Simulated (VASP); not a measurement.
Input of a VASP 6.6.1 run:

The input INCAR:

```
ALGO = Normal
EDIFF = 1E-7
EDIFFG = -0.005
ENCUT = 500
GGA = PS
GGA_COMPAT = False
IBRION = 2
ISIF = 3
ISMEAR = -1
LASPH = True
LCHARG = False
LREAL = False
LWAVE = False
NELM = 120
NELMIN = 4
NSW = 60
PREC = Accurate
SIGMA = 0.1
```

Contents of KPOINTS:

```
k-points
0
Gamma
  23 23 23
```

POSCAR

```
B
1.0
    0.0000000000      1.4812480342      1.4812480342
    1.4812480342      0.0000000000      1.4812480342
    1.4812480342      1.4812480342      0.0000000000
B
1
Direct
    0.0000000000      0.0000000000      0.0000000000
```

Potentials or basis: VASP PAW PBE potentials, release 64 (B).

Run with:

```bash
$ cat potpaw_PBE.64/B/POTCAR > POTCAR
$ mpirun -np 1 vasp_std > vasp.out
```

Predict the relaxed cell.

a = 2.020 Å, b = 2.020 Å, c = 2.020 Å, α = 60.00°, β = 60.00°, γ = 60.00°.

Predict the relaxed volume.

5.83 Å³/atom.

Estimate the space group after relaxing (to 0.05 Å).

Fm-3m (No. 225).

The path:
```csv
step,energy change (eV),largest force (eV/Å),pressure (GPa),volume (Å³)
1,0.0000,0.0000,-24.59,6.50
2,-0.0475,0.0000,11.98,5.61
3,-0.0558,0.0000,0.05,5.83
```

Caveat: the PAW data sets were made with another functional, which shifts forces and pressure a little.
